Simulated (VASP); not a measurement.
Set up this calculation in VASP 6.6.1, as the native input.

| Property | Result |
| --- | --- |
| Task | single point |
| Functional | PBE |
| Potentials or basis | VASP PAW PBE potentials, release 64 (Sr_sv, Tl_d, W_sv) |
| Cutoff | 520 eV |
| k mesh | 12 × 12 × 16 |
| Occupations | gaussian, width 0.1 eV |
| Spin | no spin polarisation |
| Dipole correction | no |
| Further INCAR settings | ALGO = Fast; EDIFF = 1e-07; NBANDS = 26 |

The structure of SrTlW lies in POSCAR:

```
SrTlW
1.0
    5.2567282581      0.0000000032      0.0000000000
   -2.6283641318      4.5524602107      0.0000000000
    0.0000000000      0.0000000000      3.0679344533
Sr Tl W
1 1 1
Direct
    0.3333333333      0.6666666667      0.0000000000
    0.6666666667      0.3333333333      0.5000000000
    0.0000000000      0.0000000000      0.5000000000
```

The cell was generated, and may not be a known phase.

The input as run:

INCAR

```
PREC = Accurate ; ENCUT = 520
EDIFF = 1E-7 ; ISMEAR = 0
SIGMA = 0.1 ; LREAL = False
LASPH = True ; NELM = 80
ALGO = Fast ; ISIF = 2
LWAVE = False ; LCHARG = False
GGA = PE ; NBANDS = 26
```

KPOINTS

```
regular mesh
0
Gamma
  12 12 16
```

Potentials or basis: VASP PAW PBE potentials, release 64 (Sr_sv, Tl_d, W_sv).

Command:

```bash
$ cat potpaw_PBE.64/Sr_sv/POTCAR potpaw_PBE.64/Tl_d/POTCAR potpaw_PBE.64/W_sv/POTCAR > POTCAR
$ mpirun -np 1 vasp_std > vasp.out
```

Results of the run:

```
Pressure               : 0.1 GPa
Band gap on the k mesh : zero (an odd number of electrons rules out a gap without spin polarisation)
```

Caveat: spin-orbit coupling is left out, which moves the levels of the heavy elements.

Run time: 20 min on 1 thread of Intel Xeon 8259CL, with other jobs on the host, peak memory 0.47 GiB.
